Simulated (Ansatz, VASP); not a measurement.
AlGa3As4: VASP beside Ansatz

```xyz
8
Lattice="5.5041 0.0000 0.0000 0.0000 5.5041 0.0000 0.0000 0.0000 5.5041" Properties=species:S:1:pos:R:3 pbc="T T T"
Al    0.0000    0.0000    0.0000
Ga    0.0000    2.7521    2.7521
Ga    2.7521    0.0000    2.7521
Ga    2.7521    2.7521    0.0000
As    4.1281    4.1281    1.3760
As    4.1281    1.3760    4.1281
As    1.3760    4.1281    4.1281
As    1.3760    1.3760    1.3760
```

Alike in both runs: task relaxation of cell and atoms; functional PBE; k mesh 4 × 4 × 4; occupations gaussian, width 0.1 eV; no spin polarisation.

|  | VASP | Ansatz |
| --- | --- | --- |
| version | VASP 6.6.1 | Ansatz 0.2.0 |
| potentials or method | VASP PAW PBE potentials, release 64 (Al, Ga_d, As), cutoff 600 eV | scalar-relativistic, plane waves, PAW |
| valence electrons in the cell | 62 | 102 |

Ansatz gave:

| Item | Value |
| --- | --- |
| gap on the k mesh at the Fermi level, each at its own relaxed structure (eV) | 0.58 |
| relaxed volume (Å³/atom) | 23.52 |
| relaxed length of the cell vector where the two differ most in proportion (Å) | 5.730 |

**Question.** Which values does VASP return?

**Answer.** gap on the k mesh at the Fermi level, each at its own relaxed structure (eV): 0.54; relaxed volume (Å³/atom): 23.64; relaxed length of the cell vector where the two differ most in proportion (Å): 5.740.

VASP's potentials hold 62 valence electrons a cell and Ansatz's 102, so a difference there can come from the potentials and not from the codes.
